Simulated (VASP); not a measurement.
# BaTiO3 (Amm2) in VASP: single point with r2SCAN

Aim: the single point of BaTiO3 with r2SCAN.

All numbers are computed with VASP 6.6.1; they aren't measurements. Logs are shortened: lines on timing, memory, paths and dates and some standing lists are left out, and cuts for length are marked.

## (1) The cell of the first run

Symmetry: Amm2, No. 38, orthorhombic system. The conventional cell has a = 3.984 Å, b = 5.674 Å, c = 5.692 Å, α = 90.00°, β = 90.00°, γ = 90.00°. Within 3.7 Å of Ba (site symmetry mm2) lie 12 O at 2.80 to 2.89 Å and 8 Ti at 3.44 to 3.51 Å. Ti (site symmetry mm2) has 6 O at 1.95 to 2.07 Å within 2.6 Å. Within 2.6 Å of O (site symmetry mm2) lie 2 Ti at 1.99 Å. Within 2.6 Å of O (site symmetry m) lie 2 Ti at 1.95 to 2.07 Å.

## (2) Single point, r2SCAN, collinear spin

Contents of POSCAR:

```
BaTiO3
1.0
    3.9841000000      0.0000000000      0.0000000000
    0.0000000000      2.8370500000      2.8458000000
    0.0000000000     -2.8370500000      2.8458000000
Ba Ti O
1 1 3
Direct
    0.0000000000      0.0000000000      0.0000000000
    0.5000000000      0.5079000000      0.5079000000
    0.0000000000      0.4921000000      0.4921000000
    0.5000000000      0.5025100000      0.9937100000
    0.5000000000      0.9937100000      0.5025100000
```

Contents of INCAR.step1:

```
SYSTEM = BaTiO3
ALGO = Normal ; EDIFF = 1E-5
ENCUT = 660 ; GGA = PE
GGA_COMPAT = .False. ; ISMEAR = -1
ISPIN = 2 ; LASPH = .True.
LCHARG = .False. ; LMAXMIX = 4
LREAL = .False. ; LWAVE = .True.
MAGMOM = 0 4 0 0 0 ; NBANDS = 32
NELM = 200 ; NUPDOWN = 4.0
PREC = Accurate ; SIGMA = 0.1
```

Contents of INCAR.step2:

```
SYSTEM = BaTiO3
ALGO = Normal ; EDIFF = 1E-6
ENCUT = 660 ; GGA_COMPAT = .False.
ISIF = 2 ; ISMEAR = -1
ISPIN = 2 ; ISTART = 1
LASPH = .True. ; LCHARG = .True.
LELF = .True. ; LMAXMIX = 4
LMIXTAU = .True. ; LORBIT = 11
LREAL = .False. ; LVHAR = .True.
LWAVE = .False. ; MAGMOM = 0 4 0 0 0
METAGGA = R2SCAN ; NBANDS = 32
NELM = 200 ; NUPDOWN = 4.0
PREC = Accurate ; SIGMA = 0.1
```

Contents of KPOINTS:

```
k-points
0
Gamma
  6 6 6
  0 0 0
```

Potentials or basis: VASP PAW PBE potentials, release 64 (Ba_sv, Ti_sv, O).

Run with:

```sh
cat potpaw_PBE.64/Ba_sv/POTCAR potpaw_PBE.64/Ti_sv/POTCAR potpaw_PBE.64/O/POTCAR > POTCAR
cp INCAR.step1 INCAR
mpirun -np 1 vasp_std > vasp.out
cp INCAR.step2 INCAR
mpirun -np 1 vasp_std > vasp.out
```

OUTCAR:

```text
SYSTEM = BaTiO3
   EDIFF = 1E-6
   ENCUT = 660
   ISIF = 2
   ISMEAR = -1
   ISPIN = 2
   ISTART = 1
   LASPH = .True.
   LORBIT = 11
   LREAL = .False.
   METAGGA = R2SCAN
   NELM = 200
   NUPDOWN = 4.0
   PREC = Accurate

 ion  position               nearest neighbor table
   1  0.000  0.000  0.000-   3 2.80   4 2.82   5 2.82   4 2.82   5 2.82   4 2.84   5 2.84   5 2.84
                             4 2.84   3 2.84   3 2.84   3 2.89   2 3.44   2 3.44   2 3.47   2 3.47
   2  0.500  0.508  0.508-   4 1.95   5 1.95   3 1.99   3 1.99   5 2.07   4 2.07   1 3.44   1 3.44
                             1 3.47   1 3.47   1 3.47   1 3.47   1 3.51   1 3.51
   3  0.000  0.492  0.492-   2 1.99   2 1.99   1 2.80   1 2.84   1 2.84   1 2.89
   4  0.500  0.503  0.994-   2 1.95   2 2.07   1 2.82   1 2.82   1 2.84   1 2.84
   5  0.500  0.994  0.503-   2 1.95   2 2.07   1 2.82   1 2.82   1 2.84   1 2.84

  LATTYP: Found a base centered orthorhombic cell.
 ALAT       =     5.6741000000
 B/A-ratio  =     1.0030841896
 C/A-ratio  =     0.7021554079

  Lattice vectors:

 A1 = (   0.0000000000,   2.8370500000,  -2.8458000000)
 A2 = (   0.0000000000,   2.8370500000,   2.8458000000)
 A3 = (   3.9841000000,   0.0000000000,   0.0000000000)

Analysis of symmetry for initial positions (statically):
=====================================================================
 Subroutine PRICEL returns:
 Original cell was already a primitive cell.

 Routine SETGRP: Setting up the symmetry group for a
 base centered orthorhombic supercell.

 Subroutine GETGRP returns: Found  4 space group operations
 (whereof  4 operations were pure point group operations)
 out of a pool of  8 trial point group operations.

The static configuration has the point symmetry C_2v.

Analysis of symmetry for dynamics (positions and initial velocities):
=====================================================================
 Subroutine PRICEL returns:
 Original cell was already a primitive cell.

 Routine SETGRP: Setting up the symmetry group for a
 base centered orthorhombic supercell.

 Subroutine GETGRP returns: Found  4 space group operations
 (whereof  4 operations were pure point group operations)
 out of a pool of  8 trial point group operations.

The dynamic configuration has the point symmetry C_2v.

Analysis of structural, dynamic, and magnetic symmetry:
=====================================================================
 Subroutine PRICEL returns:
 Original cell was already a primitive cell.

 Routine SETGRP: Setting up the symmetry group for a
[... 142 lines left out ...]
   LRPA    =     F    only Hartree local field effects (RPA)
 spin polarized calculation
  energy-cutoff  :      660.00
  volume of cell :       64.33
 maximum number of plane-waves:      2517
 NGX is ok and might be reduce to    36
   NGX = 17   NGY = 17   NGZ = 17

 number of electron      40.0000003 magnetization       4.0000000

 Free energy of the ion-electron system (eV)
  ---------------------------------------------------
  ext. energy  EPLUGINS =         0.00000000
  ---------------------------------------------------
  free energy    TOTEN  =       -64.97250307 eV

  energy without entropy =      -64.78755066  energy(sigma->0) =      -64.88002687

 E-fermi :   2.7237     XC(G=0): -11.8698

 val. band max:        9.2245072987   @ k =   0.0000   0.5000   0.1667
 cond. band min:       2.7291021374   @ k =   0.5000  -0.1667   0.1667
 fundamental gap:     -6.4954051613
 Fermi energy:         9.2340763276

 spin component 1

 k-point     1 :       0.0000    0.0000    0.0000
  band No.  band energies     occupation
      1     -51.1993      1.00000
      2     -26.7035      1.00000
      3     -26.7028      1.00000
      4     -26.7004      1.00000
      5     -22.4143      1.00000
      6     -15.6219      1.00000
[... 829 lines left out ...]
     31      16.9240      0.00000
     32      17.1944      0.00000

 [... further k-points ...]

 spin component 2

 k-point     1 :       0.0000    0.0000    0.0000
  band No.  band energies     occupation
      1     -49.4741      1.00000
      2     -24.9788      1.00000
      3     -24.9516      1.00000
      4     -24.9461      1.00000
      5     -22.3229      1.00000
      6     -14.2512      1.00000
[... 829 lines left out ...]
     31      17.5734      0.00000
     32      17.7102      0.00000

 [... further k-points ...]

------------------------ aborting loop because EDIFF is reached ----------------------------------------

  FORCE on cell =-STRESS in cart. coord.  units (eV):
  Direction    XX          YY          ZZ          XY          YZ          ZX
  --------------------------------------------------------------------------------------
  -------------------------------------------------------------------------------------
  Total        9.5219528      9.2142210      9.2129799      0.0000000      0.0000000      0.0000000
  in kB      237.1401095    229.4761827    229.4452741      0.0000000      0.0000000      0.0000000
  external PRESSURE =     232.0205221 kB  Pullay stress =       0.0000000 kB

 VOLUME and BASIS-vectors are now :
 -----------------------------------------------------------------------------
  energy-cutoff  :      660.00
  volume of cell :       64.33
      direct lattice vectors                 reciprocal lattice vectors
     3.984100000  0.000000000  0.000000000     0.250997716  0.000000000  0.000000000
     0.000000000  2.837050000  2.845800000     0.000000000  0.176239404  0.175697519
     0.000000000 -2.837050000  2.845800000     0.000000000 -0.176239404  0.175697519

 POSITION                                       TOTAL-FORCE (eV/Angst)
 -----------------------------------------------------------------------------------
      0.00000      0.00000      0.00000         0.000000      0.000000      0.056692
      1.99205      0.00000      2.89076         0.000000      0.000000     -2.159037
      0.00000      0.00000      2.80084         0.000000      0.000000      0.199644
      1.99205     -1.39356      4.25794         0.000000     -0.920379      0.951351
      1.99205      1.39356      4.25794         0.000000      0.920379      0.951351
 -----------------------------------------------------------------------------------
    total drift:                                0.000000      0.000000      0.012739

  FREE ENERGIE OF THE ION-ELECTRON SYSTEM (eV)
  ---------------------------------------------------
  free  energy   TOTEN  =       -64.9725030734 eV

  energy  without entropy=      -64.7875506642  energy(sigma->0) =      -64.88002687

 total charge

# of ion       s       p       d       tot
------------------------------------------
    1        2.016   5.635   0.379   8.030
    2        2.169   6.204   2.254  10.626
    3        1.584   3.381   0.000   4.965
    4        1.584   3.378   0.000   4.962
    5        1.584   3.378   0.000   4.962
--------------------------------------------------
tot          8.937  21.975   2.633  33.545

 magnetization (x)

# of ion       s       p       d       tot
------------------------------------------
    1       -0.003   0.024   0.083   0.103
    2        0.004   0.010   1.420   1.434
    3        0.011   0.588   0.000   0.599
    4        0.011   0.593   0.000   0.604
    5        0.011   0.593   0.000   0.604
--------------------------------------------------
tot          0.035   1.808   1.503   3.345
```

OUTCAR.step1:

```text
SYSTEM = BaTiO3
   EDIFF = 1E-5
   ENCUT = 660
   GGA = PE
   ISMEAR = -1
   ISPIN = 2
[... 1938 lines left out ...]
      0.00000      0.00000      2.80084         0.000000      0.000000      0.175510
      1.99205     -1.39356      4.25794         0.000000     -0.851124      0.877444
      1.99205      1.39356      4.25794         0.000000      0.851124      0.877444
 -----------------------------------------------------------------------------------
    total drift:                                0.000000      0.000000      0.000114

  FREE ENERGIE OF THE ION-ELECTRON SYSTEM (eV)
  ---------------------------------------------------
  free  energy   TOTEN  =       -31.1452392405 eV

  energy  without entropy=      -30.9537109182  energy(sigma->0) =      -31.04947508
```

Run time: 6.3 min. Hardware: 1 thread of Intel Xeon 6975P-C (Granite Rapids), shared host; peak memory 0.42 GiB.

What came out:

| Property | Result |
| --- | --- |
| Free energy | -64.9725 eV |
| Pressure | 23.2 GPa |
| Largest force | 2.159 eV/Å |
| Net moment | 4.00 μB per cell |
| Site moments | Ba +0.10; Ti +1.43; O +0.60 μB |
| Valence electrons inside the program's atomic spheres | Ba 8.03; Ti 10.63; O 4.96 |

Forces on the atoms (eV/Å):
```
Ba   0.000  0.000  0.057
Ti   0.000  0.000 -2.159
O    0.000  0.000  0.200
O    0.000 -0.920  0.951
O    0.000  0.920  0.951
```

Caveat: the cell stands under pressure; the PAW data sets were made with another functional, which shifts forces and pressure a little; spin-orbit coupling is left out, which moves the levels of the heavy elements; the total moment is fixed, so each spin has its own Fermi level.
